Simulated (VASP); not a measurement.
Si2N:

```
CELL_PARAMETERS angstrom
1.99639 -2.72301 0.00000
1.99639 2.72301 0.00000
0.00000 0.00000 3.33809
ATOMIC_POSITIONS crystal
Si 0.10308 0.89692 0.50000
Si 0.89692 0.10308 0.50000
N 0.50000 0.50000 0.00000
```

| Item | Value |
| --- | --- |
| Program | VASP 6.6.1 |
| Task | relaxation of cell and atoms |
| Functional | PBE |
| Potentials or basis | VASP PAW PBE potentials, release 64 (Si, N) |
| Cutoff | 600 eV |
| k mesh | 6 × 6 × 6 |
| Occupations | gaussian, width 0.1 eV |
| Spin | no spin polarisation |

At the start: pressure 212.3 GPa; volume 12.10 Å³/atom.

Task: How do energy, volume and symmetry change on relaxing?

Result: Over 34 steps the energy falls by 14418.8 meV/atom and the volume is 11.36 Å³/atom (-6.1 %); space group Cmmm (No. 65, to 0.05 Å).

Step by step:
```
step  energy change (eV)  largest force (eV/Å)  pressure (GPa)  volume (Å³)
   1              0.0000              129.2928          212.26        36.29
   2            -25.9091                0.4086           -9.67       118.13
   3            -27.4349                2.3449          -10.81       115.14
   4            -29.2677                1.0205          -14.85       111.70
   5            -30.3132                1.0447          -21.10       101.50
   6            463.9387             2090.0146          493.45        69.26
   7            -30.2467                1.5347           -5.75       100.22
   8            -34.1399                0.2121          -22.67        84.83
   9            -36.9910                1.4636          -25.35        77.07
  10            -37.7387                3.8199          -15.81        73.17
  11            -37.8597                0.3927          -22.02        74.74
  12            -37.9512                0.9480          -19.60        73.98
  13            -41.2282                3.5095          -13.76        49.54
  14            -42.0425                5.3470            4.01        39.20
  15            -43.1701                0.3587            0.52        32.69
  16            -43.1670                0.1326            1.77        32.27
  17            -43.1713                0.1795            0.93        32.54
  18            -43.1829                0.1381            0.20        32.82
  19            -43.2068                0.1405           -0.60        33.32
  20            -43.2189                0.5087           -3.00        34.29
  21            -43.2209                0.4231           -2.77        34.13
  22            -43.2210                0.2123           -1.88        33.73
  23            -43.2222                0.3096           -2.38        33.95
  24            -43.2307                0.3289           -1.69        33.92
  25            -43.2541                0.0253            1.04        33.79
  26            -43.0918                1.3966            6.68        33.43
  27            -43.2546                0.0000            1.16        33.78
  28            -43.2546                0.0869            1.47        33.76
  29            -43.2548                0.0374            1.28        33.77
  30            -43.2548                0.0553            1.35        33.77
  31            -43.2543                0.1118            0.81        33.98
  32            -43.2552                0.0785            1.13        33.85
  33            -43.2562                0.0102            0.24        34.03
  34            -43.2563                0.0322            0.02        34.08
```

Final structure:
```
Si N
1.0
     1.51122   -4.21608    0.00000
     1.51122    4.21608    0.00000
     0.00000    0.00000    2.67437
Si N
2 1
Direct
  0.13635 0.86365 0.50000
  0.86365 0.13635 0.50000
  0.50000 0.50000 0.00000
```
